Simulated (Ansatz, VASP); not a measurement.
LiH: VASP beside Ansatz

```
Li H
1.0
     0.00000    1.86990    2.11380
     1.86990    0.00000    2.11380
     1.86990    1.86990    0.00000
Li H
1 1
Direct
  0.00000 0.00000 0.00000
  0.50000 0.50000 0.50000
```

Change from the starting cell: strain -0.080 along x and y, +0.040 along z, atoms carried along.

Alike in both runs: task single point; functional LDA; k mesh 10 × 10 × 10; occupations gaussian, width 0.05 eV; no spin polarisation.

|  | VASP | Ansatz |
| --- | --- | --- |
| version | VASP 6.6.1 | Ansatz 0.2.0 |
| potentials or method | VASP PAW LDA potentials, release 64 (Li_sv, H), cutoff 520 eV | scalar-relativistic, plane waves, PAW |
| valence electrons in the cell | 4 | 4 |

|  | VASP | Ansatz | Ansatz less VASP |
| --- | --- | --- | --- |
| gap on the k mesh at the Fermi level (eV) | 1.14 | 1.15 | +0.008 |
| least direct gap on the mesh (eV) | 2.17 | 2.18 | +0.010 |

LDA's correlation is that of Perdew and Zunger in VASP and of Perdew and Wang (1992) in Ansatz.

Noted on VASP's run: the cutoff is short for stress, so the pressure is rough.
